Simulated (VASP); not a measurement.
Ta: relaxation of cell and atoms with PBE

The system is Ta.

```
Ta
1.0
    -1.39966    1.39966    1.39966
     1.39966   -1.39966    1.39966
     1.39966    1.39966   -1.39966
Ta
1
Direct
  0.00000 0.00000 0.00000
```

```
Program                : VASP 6.6.1
Task                   : relaxation of cell and atoms
Functional             : PBE
Potentials or basis    : VASP PAW PBE potentials, release 64 (Ta_pv)
Cutoff                 : 600 eV
k mesh                 : 19 × 19 × 19
Occupations            : fermi-dirac, width 0.05 eV
Spin                   : no spin polarisation
Target pressure        : 270 GPa
Dipole correction      : no
Further INCAR settings : ALGO = Normal; EDIFF = 1e-06; IBRION = 2; EDIFFG = -0.005; NSW = 60; ISIF = 3
```

```json
{
  "Relaxed volume": "10.85 Å³/atom",
  "Relaxed cell": "a = 2.416 Å, b = 2.416 Å, c = 2.416 Å, α = 109.47°, β = 109.47°, γ = 109.47°",
  "Space group after relaxing (to 0.05 Å)": "Im-3m (No. 229)",
  "Energy change on relaxing (the enthalpy is what falls)": "+193.1 meV/atom",
  "Ionic steps": "7",
  "Pressure after relaxing": "270.0 GPa"
}
```

Step by step:
| step | energy change (eV) | largest force (eV/Å) | pressure (GPa) | volume (Å³) |
| --- | --- | --- | --- | --- |
| 1 | 0.0000 | 0.0000 | 258.85 | 10.97 |
| 2 | 2.3604 | 0.0000 | 400.25 | 9.80 |
| 3 | 0.1797 | 0.0000 | 269.22 | 10.86 |
| 4 | 0.1918 | 0.0000 | 269.92 | 10.85 |
| 5 | 0.1957 | 0.0000 | 270.15 | 10.85 |
| 6 | 0.1743 | 0.0000 | 268.95 | 10.86 |
| 7 | 0.1931 | 0.0000 | 269.98 | 10.85 |

Final structure:
```
Ta
1.0
    -1.39467    1.39467    1.39467
     1.39467   -1.39467    1.39467
     1.39467    1.39467   -1.39467
Ta
1
Direct
  0.00000 0.00000 0.00000
```

Levels at points of the mesh, in eV from the Fermi level:
| k point | band 4 | band 5 | band 6 | band 7 | band 8 | band 9 |
| --- | --- | --- | --- | --- | --- | --- |
| (0.00, 0.00, 0.00) | -9.46 | -0.10 | -0.10 | -0.10 | 5.27 | 5.27 |

Run time: 49 s on 1 thread of Intel(R) Xeon(R) Platinum 8375C CPU @ 2.90GHz (Ice Lake), with other jobs on the host, peak memory 0.16 GiB.

Caveat: the cell is relaxed towards a set pressure, so the enthalpy falls and the energy may rise; spin-orbit coupling is left out, which moves the levels of the heavy elements.
